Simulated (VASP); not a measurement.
Here is a VASP 6.6.1 calculation.

The input INCAR:

```
SYSTEM = YSn3
ALGO = Normal
EDIFF = 1E-6
ENCUT = 520
GGA = PS
ISIF = 2
ISMEAR = 1
LASPH = .TRUE.
LCHARG = .FALSE.
LREAL = .FALSE.
LWAVE = .FALSE.
NBANDS = 34
NELM = 100
PREC = Accurate
SIGMA = 0.05
```

The input KPOINTS:

```
k-points
0
G
  5 5 5
  0 0 0
```

The input POSCAR:

```
YSn3
1.0
    0.0000000000      3.9079368187      3.9079368187
    3.9079368187      0.0000000000      3.9079368187
    3.9079368187      3.9079368187      0.0000000000
Y Sn
1 3
Direct
    0.0000000000      0.0000000000      0.0000000000
    0.5000000000      0.5000000000      0.5000000000
    0.2500000000      0.2500000000      0.2500000000
    0.7500000000      0.7500000000      0.7500000000
```

Potentials or basis: VASP PAW PBE potentials, release 64 (Y_sv, Sn_d).

The run is started by

```bash
$ cat potpaw_PBE.64/Y_sv/POTCAR potpaw_PBE.64/Sn_d/POTCAR > POTCAR
$ mpirun -np 1 vasp_std > vasp.out
```

Q: Predict the pressure.

A: -5.2 GPa.

Caveat: the PAW data sets were made with another functional, which shifts forces and pressure a little.
